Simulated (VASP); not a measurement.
A run of VASP 6.6.1 is set up as follows.

File INCAR:

```
PREC = Accurate
ENCUT = 520
EDIFF = 1E-6
ISMEAR = 0
SIGMA = 0.2
LREAL = F
LASPH = T
NELM = 80
ALGO = Normal
ISIF = 2
LWAVE = F
LCHARG = F
GGA = PE
NBANDS = 51
```

Contents of KPOINTS:

```
regular mesh
0
Gamma
  6 6 2
```

Contents of POSCAR:

```
W2C3
1.0
    2.9579793020      0.0000000000      0.0000000000
   -1.4789896510      2.5616852194      0.0000000000
    0.0000000000      0.0000000000     12.8227236611
W C
4 6
Direct
    0.6666666667      0.3333333333      0.6380972260
    0.6666666667      0.3333333333      0.8619027740
    0.3333333333      0.6666666667      0.3619027740
    0.3333333333      0.6666666667      0.1380972260
    0.6666666667      0.3333333333      0.4615971814
    0.3333333333      0.6666666667      0.5384028186
    0.3333333333      0.6666666667      0.7500000000
    0.3333333333      0.6666666667      0.9615971814
    0.6666666667      0.3333333333      0.0384028186
    0.6666666667      0.3333333333      0.2500000000
```

Potentials or basis: VASP PAW PBE potentials, release 64 (W_sv, C).

Launch:

```bash
$ cat potpaw_PBE.64/W_sv/POTCAR potpaw_PBE.64/C/POTCAR > POTCAR
$ mpirun -np 1 vasp_std > vasp.out
```

(1) What does it give for the band gap on the k mesh?

(2) What does it give for the largest force?

Results:

(1) zero (bands 40 and 41 overlap by 1.45 eV).

(2) 0.041 eV/Å.

Caveat: the k points lie up to 0.41 Å⁻¹ apart, too coarse for converged energies and pressures of a metal; spin-orbit coupling is left out, which moves the levels of the heavy elements.
